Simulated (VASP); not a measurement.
Wanted: the native input for a VASP 6.6.1 run.

| Item | Value |
| --- | --- |
| Task | relaxation of cell and atoms |
| Functional | PBE |
| Potentials or basis | VASP PAW PBE potentials, release 64 (Cd, F) |
| Cutoff | 600 eV |
| k mesh | 4 × 4 × 4 |
| Occupations | gaussian, width 0.1 eV |
| Spin | no spin polarisation |
| Dipole correction | no |
| Further INCAR settings | ALGO = Normal; EDIFF = 1e-06; IBRION = 2; EDIFFG = -0.04; NSW = 90; ISIF = 3 |

The structure of CdF2 lies in POSCAR:

```
CdF2
1.0
    4.0836437200      0.0000000000      0.0000000000
    0.0000000000      4.0836437200      0.0000000000
    0.0000000000      0.0000000000      5.7751443400
Cd F
1 2
Direct
    0.0000000000      0.0000000000      0.0000000000
    0.5000000000      0.0000000000      0.2500000000
    0.0000000000      0.5000000000      0.7500000000
```

This cell differs from its parent crystal: atoms taken out.

One way to write it, as run:

INCAR

```
SYSTEM = CdF2
PREC = Accurate
ENCUT = 600
EDIFF = 1E-6
ISMEAR = 0
SIGMA = 0.1
LREAL = .False.
LASPH = .True.
NELM = 60
ALGO = Normal
ISIF = 3
LWAVE = .False.
LCHARG = .False.
GGA = PE
IBRION = 2
NSW = 90
EDIFFG = -0.04
```

KPOINTS

```
Automatic mesh
0
Gamma
  4 4 4
  0 0 0
```

Potentials or basis: VASP PAW PBE potentials, release 64 (Cd, F).

Launch:

```console
$ cat potpaw_PBE.64/Cd/POTCAR potpaw_PBE.64/F/POTCAR > POTCAR
$ mpirun -np 1 vasp_std > vasp.out
```

Results of the run:

| Quantity | Value |
| --- | --- |
| Relaxed volume | 15.65 Å³/atom |
| Relaxed cell | a = 3.796 Å, b = 3.796 Å, c = 3.257 Å, α = 90.00°, β = 90.00°, γ = 90.00° |
| Space group after relaxing (to 0.1 Å) | P-4m2 (No. 115) |
| Energy gained by relaxing | 548.3 meV/atom |
| Ionic steps | 40 |
| Pressure after relaxing | -0.1 GPa |
| Largest force after relaxing | 0.021 eV/Å |
| Band gap on the k mesh | 2.52 eV (least direct gap 2.67 eV) |

Caveat: the cell differs from its parent crystal (atoms taken out); the volume moved by over 15 % at a fixed basis, so the end points are rough.

Wall time 6.4 min on 1 thread of Intel(R) Xeon(R) 6975P-C (Granite Rapids), on a shared host, peak memory 0.27 GiB.
